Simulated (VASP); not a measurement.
Input of a VASP 6.6.1 run:

Contents of INCAR:

```
PREC     = Accurate       # precision mode
ENCUT    = 520            # plane-wave cutoff, eV
EDIFF    = 1E-6           # SCF threshold, eV
ISMEAR   = 0              # smearing method
SIGMA    = 0.1            # smearing width, eV
LREAL    = Auto         
LASPH    = T              # aspherical terms in the spheres
NELM     = 60             # most SCF steps
ALGO     = Normal         # electronic algorithm
ISIF     = 2              # what is computed and relaxed
LWAVE    = F              # write WAVECAR
LCHARG   = T              # write CHGCAR
LDIPOL   = T            
IDIPOL   = 3            
DIPOL    = 0.5 0.5 0.321
LELF     = T              # ELF
LVHAR    = T            
LVACPOTAV= T            
NBANDS   = 46             # bands
```

The input KPOINTS:

```
Automatic mesh
0
Gamma
  6 4 1
```

POSCAR

```
Be24Cl
1.0
    4.4524297778      0.0000000000      0.0000000000
    0.0000000000      7.0331519559      0.0000000000
    0.0000000000      0.0000000000     19.7998741415
Be Cl
24 1
Direct
    0.0000000000      0.3750000000      0.2020214862
    0.0000000000      0.8750000000      0.2020214862
    0.5000000000      0.3750000000      0.2020214862
    0.5000000000      0.8750000000      0.2020214862
    0.2500000000      0.1250000000      0.2344789088
    0.2500000000      0.6250000000      0.2344789088
    0.7500000000      0.1250000000      0.2344789088
    0.7500000000      0.6250000000      0.2344789088
    0.2500000000      0.3750000000      0.2993937541
    0.2500000000      0.8750000000      0.2993937541
    0.7500000000      0.3750000000      0.2993937541
    0.7500000000      0.8750000000      0.2993937541
    0.0000000000      0.1250000000      0.3261495625
    0.0000000000      0.6250000000      0.3261495625
    0.5000000000      0.1250000000      0.3261495625
    0.5000000000      0.6250000000      0.3261495625
    0.0000000000      0.3750000000      0.3969669015
    0.0000000000      0.8750000000      0.3969669015
    0.5000000000      0.3750000000      0.3969669015
    0.5000000000      0.8750000000      0.3969669015
    0.2500000000      0.1250000000      0.4191882273
    0.2500000000      0.6250000000      0.4191882273
    0.7500000000      0.1250000000      0.4191882273
    0.7500000000      0.6250000000      0.4191882273
    0.5000000000      0.1250000000      0.5071625167
```

Potentials or basis: VASP PAW LDA potentials, release 64 (Be, Cl).

Run with:

```sh
$ cat potpaw_LDA.64/Be/POTCAR potpaw_LDA.64/Cl/POTCAR > POTCAR
$ mpirun -np 1 vasp_std > vasp.out
```

Question: Predict the band gap on the k mesh.

Answer: Zero (an odd number of electrons rules out a gap without spin polarisation).

Question: What does it give for the largest force?

Answer: 0.817 eV/Å.

Forces in eV/Å, atoms in the order of the input:
```
Be   0.000 -0.055  0.549
Be   0.000  0.055  0.549
Be   0.000  0.152  0.612
Be   0.000 -0.152  0.612
Be  -0.038  0.000 -0.593
Be   0.028  0.000 -0.816
Be   0.038  0.000 -0.593
Be  -0.028  0.000 -0.816
Be  -0.057  0.093  0.029
Be  -0.057 -0.093  0.029
Be   0.057  0.093  0.029
Be   0.057 -0.093  0.029
Be   0.000  0.000  0.195
Be   0.000  0.000  0.066
Be   0.000  0.000  0.364
Be   0.000  0.000 -0.187
Be   0.000  0.354 -0.342
Be   0.000 -0.354 -0.342
Be   0.000  0.573 -0.408
Be   0.000 -0.573 -0.408
Be   0.191  0.000  0.680
Be  -0.004  0.000  0.038
Be  -0.191  0.000  0.680
Be   0.004  0.000  0.038
Cl   0.000  0.000  0.004
```
